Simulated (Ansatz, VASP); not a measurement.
KI in VASP and in Ansatz

INCAR

```
SYSTEM = KI
PREC = Accurate ; ENCUT = 520
EDIFF = 1E-6 ; ISMEAR = -1
SIGMA = 0.05 ; LREAL = .False.
LASPH = .True. ; NELM = 80
ALGO = Normal ; ISIF = 2
LWAVE = .False. ; LCHARG = .True.
GGA = PS ; LELF = .True.
LVHAR = .True. ; NBANDS = 15
```

KPOINTS

```
Automatic mesh
0
Gamma
  7 7 7
  0 0 0
```

The input POSCAR:

```
KI
1.0
    0.0000000000      3.5792642128      3.5792642128
    3.5792642128      0.0000000000      3.5792642128
    3.5792642128      3.5792642128      0.0000000000
I K
1 1
Direct
    0.5000000000      0.5000000000      0.5000000000
    0.0000000000      0.0000000000      0.0000000000
```

The input input.yaml:

```yaml
crystal:
  lattice:
    - [0.0, 3.5792642128, 3.5792642128]
    - [3.5792642128, 0.0, 3.5792642128]
    - [3.5792642128, 3.5792642128, 0.0]
  atoms:
    - { symbol: I, position: [0.5, 0.5, 0.5] }
    - { symbol: K, position: [0.0, 0.0, 0.0] }
kpoints:
  mp_grid: { grid: [7, 7, 7] }
scf:
  occupations: { method: fermi_dirac, width: 0.05 }
hamiltonian:
  xc: pbesol
  pseudopotentials: { kind: all_electron, lapw: { basis_error: 0.0005 } }
output:
  forces: true
  stress: true
  eigenvalues: true
```

Change from the starting cell: volume scaled by 1.04.

Alike in both runs: task single point; functional PBEsol; k mesh 7 × 7 × 7; occupations fermi-dirac, width 0.05 eV; no spin polarisation.

```csv
,VASP,Ansatz
version,VASP 6.6.1,Ansatz 0.2.0
potentials or method,"VASP PAW PBE potentials, release 64 (I, K_sv), cutoff 520 eV","all-electron LAPW, scalar-relativistic"
```

```tsv
	VASP	Ansatz	Ansatz less VASP
gap on the k mesh at the Fermi level (eV)	3.73	3.74	+0.006
least direct gap on the mesh (eV)	3.73	3.74	+0.006
pressure (GPa)	-0.7	-0.7	-0.01
```

VASP's potentials were made for PBE, not for PBEsol. Ansatz ran all-electron here, and VASP with PAW potentials.

Neither program's run includes spin-orbit coupling.
